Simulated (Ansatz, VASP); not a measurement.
**Two plane-wave programs on BN**

INCAR

```
SYSTEM = BN
ALGO     = Normal         ! electronic algorithm
EDIFF    = 1E-6           ! SCF threshold, eV
ENCUT    = 520            ! plane-wave cutoff, eV
GGA      = PE             ! functional
ISIF     = 2              ! what is computed and relaxed
ISMEAR   = 1              ! smearing method
LASPH    = .TRUE.         ! aspherical terms in the spheres
LCHARG   = .FALSE.        ! write CHGCAR
LREAL    = .FALSE.        ! projectors in reciprocal space
LWAVE    = .FALSE.        ! write WAVECAR
NBANDS   = 11             ! bands
NELM     = 60             ! most SCF steps
PREC     = Accurate       ! precision mode
SIGMA    = 0.4            ! smearing width, eV
```

Contents of KPOINTS:

```
k-points
0
G
  12 12 12
  0 0 0
```

Contents of POSCAR:

```
BN
1.0
    0.0000000000      3.4953158300      2.1660912400
    1.2516321000      0.0000000000      2.1660912400
    1.2516321000      3.4953158300      0.0000000000
B N
1 1
Direct
    0.0000486500      0.0000486500      0.9999513500
    0.6666513400      0.6666513400      0.3333486600
```

Input for Ansatz:

```yaml
crystal:
  lattice:
    - [0.0, 3.49531583, 2.16609124]
    - [1.2516321, 0.0, 2.16609124]
    - [1.2516321, 3.49531583, 0.0]
  atoms:
    - { symbol: B, position: [4.865e-05, 4.865e-05, 0.99995135] }
    - { symbol: "N", position: [0.66665134, 0.66665134, 0.33334866] }
basis:
  ecutwfc: 420
kpoints:
  mp_grid: { grid: [12, 12, 12] }
hamiltonian:
  xc: pbe
scf:
  occupations: { method: methfessel_paxton, width: 0.4 }
output:
  forces: true
  stress: true
  eigenvalues: true
```

Alike in both runs: task single point; functional PBE; k mesh 12 × 12 × 12; occupations methfessel-paxton of order 1, width 0.4 eV; no spin polarisation.

|  | VASP | Ansatz |
| --- | --- | --- |
| version | VASP 6.6.1 | Ansatz 0.2.0 |
| potentials or method | VASP PAW PBE potentials, release 64 (B, N), cutoff 520 eV | scalar-relativistic, plane waves, PAW |
| valence electrons in the cell | 8 | 8 |

```csv
,VASP,Ansatz,Ansatz less VASP
gap on the k mesh at the Fermi level (eV),3.85,3.85,+0.007
least direct gap on the mesh (eV),4.55,4.56,+0.003
pressure (GPa),3.3,3.2,-0.04
"traceless stress, the component that is largest in VASP (GPa)",-1.69,-1.49,+0.202
rms of the force components (eV/Å),0.005,0.006,+0.0004
```

Atom by atom the forces differ by 0.000 eV/Å (rms over components). With one functional, cell and mesh, what is left measures potentials, basis and numerics.
